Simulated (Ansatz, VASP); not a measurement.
# GaP in VASP and in Ansatz

File POSCAR:

```
GaP
1.0
    1.9167549946      1.1066390121      6.3438966068
   -1.9167549946      1.1066390121      6.3438966068
    0.0000000000     -2.2132780241      6.3438966068
Ga P
2 2
Direct
    0.5646280000      0.5646280000      0.5646280000
    0.4353720000      0.4353720000      0.4353720000
    0.9426110000      0.9426110000      0.9426110000
    0.0573890000      0.0573890000      0.0573890000
```

File INCAR.step1:

```
SYSTEM = GaP
PREC = Accurate ; ENCUT = 520
ISMEAR = -1 ; SIGMA = 0.05
LREAL = .FALSE. ; LASPH = .TRUE.
NELM = 80 ; NBANDS = 26
GGA = PE ; ALGO = Normal
EDIFF = 1E-4 ; LWAVE = .TRUE.
LCHARG = .FALSE.
```

The input INCAR.step2:

```
SYSTEM = GaP
PREC = Accurate ; ENCUT = 520
EDIFF = 1E-7 ; ISMEAR = -1
SIGMA = 0.05 ; LREAL = .FALSE.
LASPH = .TRUE. ; NELM = 80
ALGO = Normal ; ISIF = 2
LWAVE = .FALSE. ; LCHARG = .FALSE.
METAGGA = R2SCAN ; LMIXTAU = .TRUE.
NBANDS = 26 ; ISTART = 1
```

KPOINTS

```
regular mesh
0
G
  8 8 8
  0 0 0
```

Contents of input.yaml:

```yaml
crystal:
  lattice:
    - [1.9167549946, 1.1066390121, 6.3438966068]
    - [-1.9167549946, 1.1066390121, 6.3438966068]
    - [0.0, -2.2132780241, 6.3438966068]
  atoms:
    - { symbol: Ga, position: [0.564628, 0.564628, 0.564628] }
    - { symbol: Ga, position: [0.435372, 0.435372, 0.435372] }
    - { symbol: P, position: [0.942611, 0.942611, 0.942611] }
    - { symbol: P, position: [0.057389, 0.057389, 0.057389] }
hamiltonian:
  xc: r2scan
  pseudopotentials: { kind: paw }
kpoints:
  mp_grid: { grid: [8, 8, 8] }
scf:
  occupations: { method: fermi_dirac, width: 0.05 }
output:
  forces: true
  stress: true
  eigenvalues: true
```

Alike in both runs: task single point; functional r2SCAN; k mesh 8 × 8 × 8; occupations fermi-dirac, width 0.05 eV; no spin polarisation.

|  | VASP | Ansatz |
| --- | --- | --- |
| version | VASP 6.6.1 | Ansatz 0.2.0 |
| potentials or method | VASP PAW PBE potentials, release 64 (Ga_d, P) | Ansatz PAW |
| plane-wave cutoff (eV) | 520 | 500 |
| valence electrons in the cell | 36 | 36 |

|  | VASP | Ansatz | Ansatz less VASP |
| --- | --- | --- | --- |
| gap on the k mesh at the Fermi level (eV) | 1.08 | 1.07 | -0.009 |
| least direct gap on the mesh (eV) | 1.56 | 1.55 | -0.001 |
| pressure (GPa) | 0.7 | 0.8 | +0.12 |
| traceless stress, the component that is largest in VASP (GPa) | 0.32 | 0.52 | +0.198 |
| rms of the force components (eV/Å) | 0.063 | 0.084 | +0.0209 |

VASP's potentials were made for PBE, not for r2SCAN. Atom by atom the forces differ by 0.030 eV/Å (rms over components). With one functional, cell and mesh, what is left measures potentials, basis and numerics.
